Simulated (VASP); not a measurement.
Crystal: Pd.

```
Pd
1.0
     0.00000    1.98468    1.98468
     1.98468    0.00000    1.98468
     1.98468    1.98468    0.00000
Pd
1
Direct
  0.00000 0.00000 0.00000
```

Base run:

```yaml
Program: VASP 6.6.1
Functional: revPBE
Dispersion: D3(BJ)
Potentials_or_basis: VASP PAW PBE potentials, release 64 (Pd)
Cutoff: 520 eV
k_mesh: 12 × 12 × 12
Occupations: fermi-dirac, width 0.05 eV
Spin: no spin polarisation
```

Its results: band gap on the k mesh zero (band 5 reaches 9.15 eV, above the bottom of band 6 at 7.72 eV); pressure -13.2 GPa.

Question: The run is repeated on the same cell with these changes: functional from revPBE to PBE. What comes out?

Answer: Band gap on the k mesh zero (band 5 reaches 9.07 eV, above the bottom of band 6 at 7.64 eV); pressure -10.3 GPa.

Caveats: pairwise dispersion overbinds metals, which lowers pressure and volume; the PAW data sets were made with another functional, which shifts forces and pressure a little (some runs).
